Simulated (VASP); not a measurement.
Input of a VASP 6.6.1 run:

The input POSCAR:

```
LaPd3
1.0
    4.2584454100      0.0000000000      0.0000000000
    0.0000000000      4.2584454100      0.0000000000
    0.0000000000      0.0000000000      4.2584454100
La Pd
1 3
Direct
    0.0000000000      0.0000000000      0.0000000000
    0.0000000000      0.5000000000      0.5000000000
    0.5000000000      0.0000000000      0.5000000000
    0.5000000000      0.5000000000      0.0000000000
```

File INCAR.step1:

```
PREC = Accurate ; ENCUT = 520
ISMEAR = -1 ; SIGMA = 0.1
LREAL = F ; LASPH = T
NELM = 60 ; NBANDS = 28
GGA = PE ; ALGO = Normal
EDIFF = 1E-4 ; LWAVE = T
LCHARG = F
```

INCAR.step2

```
PREC = Accurate ; ENCUT = 520
EDIFF = 1E-6 ; ISMEAR = -1
SIGMA = 0.1 ; LREAL = F
LASPH = T ; NELM = 60
ALGO = Normal ; ISIF = 2
LWAVE = F ; LCHARG = F
METAGGA = R2SCAN ; LMIXTAU = T
NBANDS = 28 ; ISTART = 1
```

Contents of KPOINTS:

```
Automatic mesh
0
Gamma
  8 8 8
```

Potentials or basis: VASP PAW PBE potentials, release 64 (La, Pd).

Command:

```bash
$ cat potpaw_PBE.64/La/POTCAR potpaw_PBE.64/Pd/POTCAR > POTCAR
$ cp INCAR.step1 INCAR
$ mpirun -np 1 vasp_std > vasp.out
$ cp INCAR.step2 INCAR
$ mpirun -np 1 vasp_std > vasp.out
```

**Question.** Estimate the pressure.

**Answer.** -4.2 GPa.

Caveat: the PAW data sets were made with another functional, which shifts forces and pressure a little.
